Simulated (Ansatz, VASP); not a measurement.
# Two plane-wave programs on Cu5Ni

```
Cu Ni
1.0
     2.55754    0.00000    0.00000
     0.00000    2.55754    0.00000
     0.00000    0.00000   10.76406
Cu Ni
5 1
Direct
  0.50000 0.50000 0.83784
  0.00000 0.00000 0.66895
  0.50000 0.50000 0.50000
  0.00000 0.00000 0.33105
  0.50000 0.50000 0.16216
  0.00000 0.00000 0.00000
```

Alike in both runs: functional PBE; k mesh 14 × 14 × 4; occupations gaussian, width 0.1 eV; no spin polarisation.

Ansatz relaxed the structure, and its values are those at the end. VASP's run is a single point on that final structure, the one shown.

|  | VASP | Ansatz |
| --- | --- | --- |
| version | VASP 6.6.1 | Ansatz 0.2.0 |
| potentials or method | VASP PAW PBE potentials, release 64 (Cu, Ni), cutoff 520 eV | scalar-relativistic, plane waves, PAW |
| valence electrons in the cell | 65 | 113 |

Ansatz gave:

```
gap on the k mesh at the Fermi level (eV) : none
pressure (GPa)                            : 0.0
rms of the force components (eV/Å)        : 0.000
```

Problem. What did VASP give for the same quantities?

Solution. gap on the k mesh at the Fermi level (eV): none; pressure (GPa): 0.4; rms of the force components (eV/Å): 0.003.

A gap of «none» marks a metal or a gap that the smearing closes. VASP's potentials hold 65 valence electrons a cell and Ansatz's 113, so a difference there can come from the potentials and not from the codes.
